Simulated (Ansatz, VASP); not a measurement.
LiC2: VASP beside Ansatz

```
Li C
1.0
     2.67997    0.00000    0.00000
    -1.33999    2.32092    0.00000
     0.00000    0.00000    4.22466
Li C
1 2
Direct
  0.00000 0.00000 0.00000
  0.66667 0.33333 0.72496
  0.66667 0.33333 0.27504
```

Alike in both runs: task single point; functional PBE; k mesh 6 × 6 × 4; occupations gaussian, width 0.1 eV; no spin polarisation.

```csv
,VASP,Ansatz
version,VASP 6.6.1,Ansatz 0.2.0
potentials or method,"VASP PAW PBE potentials, release 64 (Li_sv, C), cutoff 520 eV","scalar-relativistic, plane waves, PAW"
valence electrons in the cell,11,11
```

```tsv
	VASP	Ansatz	Ansatz less VASP
gap on the k mesh at the Fermi level (eV)	none	none	-
rms of the force components (eV/Å)	2.592	2.572	-0.0197
```

Atom by atom the forces differ by 0.020 eV/Å (rms over components). A gap of «none» marks a metal or a gap that the smearing closes. With one functional, cell and mesh, what is left measures potentials, basis and numerics.

The k mesh is coarse, so the values compare programs but aren't converged. Noted on VASP's run: the cutoff is short for stress, so the pressure is rough.
